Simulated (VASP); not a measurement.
Input of a VASP 6.6.1 run:

Contents of INCAR:

```
  PREC = Accurate
  ENCUT = 500
  EDIFF = 1E-6
  ISMEAR = 0
  SIGMA = 0.02
  LREAL = False
  LASPH = True
  NELM = 120
  ALGO = Normal
  ISIF = 2
  LWAVE = False
  LCHARG = False
  GGA = PE
  NBANDS = 15
  GGA_COMPAT = False
```

The input KPOINTS:

```
Automatic mesh
0
Gamma
  6 6 6
```

File POSCAR:

```
KBr
1.0
    0.0000000000      3.3499672290      3.3499672290
    3.3499672290      0.0000000000      3.3499672290
    3.3499672290      3.3499672290      0.0000000000
K Br
1 1
Direct
    0.0000000000      0.0000000000      0.0000000000
    0.5000000000      0.5000000000      0.5000000000
```

Potentials or basis: VASP PAW PBE potentials, release 64 (K_sv, Br).

Launch:

```sh
$ cat potpaw_PBE.64/K_sv/POTCAR potpaw_PBE.64/Br/POTCAR > POTCAR
$ mpirun -np 1 vasp_std > vasp.out
```

(1) Estimate the band gap on the k mesh.

(2) What does it give for the pressure?

## Answers

(1) 4.32 eV.

(2) 0.1 GPa.
